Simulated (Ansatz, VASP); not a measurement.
# SrTiO3: VASP beside Ansatz

```
Sr Ti O
1.0
    -2.75914    2.75914    3.91457
     2.75914   -2.75914    3.91457
     2.75914    2.75914   -3.91457
Sr Ti O
2 2 6
Direct
  0.75000 0.25000 0.50000
  0.25000 0.75000 0.50000
  0.00000 0.00000 0.00000
  0.50000 0.50000 0.00000
  0.25000 0.25000 0.00000
  0.75000 0.75000 0.00000
  0.73295 0.23295 0.96590
  0.23295 0.26705 0.50000
  0.26705 0.76705 0.03410
  0.76705 0.73295 0.50000
```

Alike in both runs: functional r2SCAN; k mesh 6 × 6 × 6; occupations fermi-dirac, width 0.02 eV; no spin polarisation.

Ansatz relaxed the structure, and its values are those at the end. VASP's run is a single point on that final structure, the one shown.

```csv
,VASP,Ansatz
version,VASP 6.6.1,Ansatz 0.2.0
potentials or method,"VASP PAW PBE potentials, release 64 (Sr_sv, Ti_sv, O), cutoff 520 eV",PAW plane waves
valence electrons in the cell,80,80
```

|  | VASP | Ansatz | Ansatz less VASP |
| --- | --- | --- | --- |
| gap on the k mesh at the Fermi level (eV) | 2.32 | 2.32 | -0.007 |
| pressure (GPa) | 0.9 | 0.0 | -0.86 |

VASP's potentials were made for PBE, not for r2SCAN.
